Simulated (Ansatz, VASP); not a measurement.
Two plane-wave programs on C

INCAR

```
SYSTEM = C
ALGO     = Normal         ! electronic algorithm
EDIFF    = 1E-6           ! SCF threshold, eV
ENCUT    = 520            ! plane-wave cutoff, eV
GGA      = PE             ! functional
ISIF     = 2              ! what is computed and relaxed
ISMEAR   = 0              ! smearing method
LASPH    = .True.         ! aspherical terms in the spheres
LCHARG   = .False.        ! write CHGCAR
LREAL    = .False.        ! projectors in reciprocal space
LWAVE    = .False.        ! write WAVECAR
NBANDS   = 16             ! bands
NELM     = 60             ! most SCF steps
PREC     = Accurate       ! precision mode
SIGMA    = 0.15           ! smearing width, eV
```

File KPOINTS:

```
k-points
0
Gamma
  18 18 6
  0 0 0
```

The input POSCAR:

```
C
1.0
    1.2332770792     -2.1360444277      0.0000000000
    1.2332770792      2.1360444277      0.0000000000
    0.0000000000      0.0000000000      8.7070252276
C
4
Direct
    0.1233132675      0.8766867325      0.7110727458
    0.5433523839      0.4566476161      0.2889270415
    0.8766867325      0.1233132675      0.2889272542
    0.4566476161      0.5433523839      0.7110729585
```

Input for Ansatz:

```yaml
crystal:
  lattice:
    - [1.2332770792, -2.1360444277, 0.0]
    - [1.2332770792, 2.1360444277, 0.0]
    - [0.0, 0.0, 8.7070252276]
  atoms:
    - { symbol: C, position: [0.1233132675, 0.8766867325, 0.7110727458] }
    - { symbol: C, position: [0.5433523839, 0.4566476161, 0.2889270415] }
    - { symbol: C, position: [0.8766867325, 0.1233132675, 0.2889272542] }
    - { symbol: C, position: [0.4566476161, 0.5433523839, 0.7110729585] }
basis:
  ecutwfc: 520.0
kpoints:
  mp_grid: { grid: [18, 18, 6] }
hamiltonian:
  xc: pbe
  pseudopotentials: { kind: paw, azcp: { folder: soft_1 } }
scf:
  occupations: { method: gaussian, width: 0.15 }
output:
  forces: true
  stress: true
  eigenvalues: true
```

Change from the starting cell: mode 1 frozen in at -0.171 Å and mode 6 at -0.342 Å (largest displacements).

Alike in both runs: task single point; functional PBE; k mesh 18 × 18 × 6; occupations gaussian, width 0.15 eV; no spin polarisation.

|  | VASP | Ansatz |
| --- | --- | --- |
| version | VASP 6.6.1 | Ansatz 0.2.0 |
| potentials or method | VASP PAW PBE potentials, release 64 (C), cutoff 520 eV | scalar-relativistic, plane waves, PAW |
| valence electrons in the cell | 16 | 16 |

```tsv
	VASP	Ansatz	Ansatz less VASP
gap on the k mesh at the Fermi level (eV)	0.09	0.09	0.000
least direct gap on the mesh (eV)	0.09	0.09	0.000
pressure (GPa)	0.4	0.1	-0.33
traceless stress, the component that is largest in VASP (GPa)	-0.10	0.32	+0.427
rms of the force components (eV/Å)	0.011	0.011	-0.0002
```

Atom by atom the forces differ by 0.000 eV/Å (rms over components).
